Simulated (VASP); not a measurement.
Bi, 4 atoms in the cell. The cell holds a slab with vacuum, 4 atoms: a = 3.552 Å, b = 3.552 Å, c = 21.701 Å, α = 90.00°, β = 90.00°, γ = 120.00°. 

| Quantity | Value |
| --- | --- |
| Program | VASP 6.6.1 |
| Task | single point |
| Functional | PBE |
| Potentials or basis | VASP PAW PBE potentials, release 64 (Bi_d) |
| Cutoff | 520 eV |
| k mesh | 12 × 12 × 1 |
| Occupations | fermi-dirac, width 0.05 eV |
| Spin | no spin polarisation |
| Dipole correction | yes |
| Further INCAR settings | ALGO = Normal; EDIFF = 1e-07; NBANDS = 38 |

Potentials or basis: VASP PAW PBE potentials, release 64 (Bi_d).

The run is started by

```sh
$ cat potpaw_PBE.64/Bi_d/POTCAR > POTCAR
$ mpirun -np 1 vasp_std > vasp.out
```

Hardware: 1 thread of Intel(R) Xeon(R) Platinum 8488C (Sapphire Rapids) (shared host).

Q: Estimate the wall time of this run.

A: Run time: 2.7 min on 1 thread of Intel(R) Xeon(R) Platinum 8488C (Sapphire Rapids), on a shared host, peak memory 0.39 GiB. Counts: scf iterations 20, k points 19.
